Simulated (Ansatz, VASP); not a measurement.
**Mo: VASP beside Ansatz**

INCAR

```
SYSTEM = Mo
PREC     = Accurate       ! precision mode
ENCUT    = 520            ! plane-wave cutoff, eV
EDIFF    = 1E-6           ! SCF threshold, eV
ISMEAR   = -1             ! smearing method
SIGMA    = 0.05           ! smearing width, eV
LREAL    = .False.        ! projectors in reciprocal space
LASPH    = .True.         ! aspherical terms in the spheres
NELM     = 80             ! most SCF steps
ALGO     = Normal         ! electronic algorithm
ISIF     = 2              ! what is computed and relaxed
LWAVE    = .False.        ! write WAVECAR
LCHARG   = .False.        ! write CHGCAR
GGA      = PE             ! functional
NBANDS   = 21             ! bands
```

The input KPOINTS:

```
regular mesh
0
Gamma
  11 11 11
  0 0 0
```

The input POSCAR:

```
Mo
1.0
    0.0000000000      2.8201345743      2.8201345743
    2.8201345743      0.0000000000      2.8201345743
    2.8201345743      2.8201345743      0.0000000000
Mo
2
Direct
    0.0000000000      0.0000000000      0.0000000000
    0.2500000000      0.2500000000      0.2500000000
```

Input for Ansatz:

```yaml
crystal:
  lattice:
    - [0.0, 2.8201345743, 2.8201345743]
    - [2.8201345743, 0.0, 2.8201345743]
    - [2.8201345743, 2.8201345743, 0.0]
  atoms:
    - { symbol: Mo, position: [0.0, 0.0, 0.0] }
    - { symbol: Mo, position: [0.25, 0.25, 0.25] }
kpoints:
  mp_grid: { grid: [11, 11, 11] }
scf:
  occupations: { method: fermi_dirac, width: 0.05 }
hamiltonian:
  xc: pbe
  pseudopotentials: { kind: all_electron, lapw: { basis_error: 0.00025 } }
output:
  forces: true
  stress: true
  eigenvalues: true
```

Change from the starting cell: volume scaled by 0.975.

Alike in both runs: task single point; functional PBE; k mesh 11 × 11 × 11; occupations fermi-dirac, width 0.05 eV; no spin polarisation.

|  | VASP | Ansatz |
| --- | --- | --- |
| version | VASP 6.6.1 | Ansatz 0.2.0 |
| potentials or method | VASP PAW PBE potentials, release 64 (Mo_sv), cutoff 520 eV | all-electron LAPW, scalar-relativistic |

Ansatz gave:

```
pressure (GPa) : 2.8
```

Which values does VASP return?

Pressure (GPa): 3.2.

Ansatz ran all-electron here, and VASP with PAW potentials.
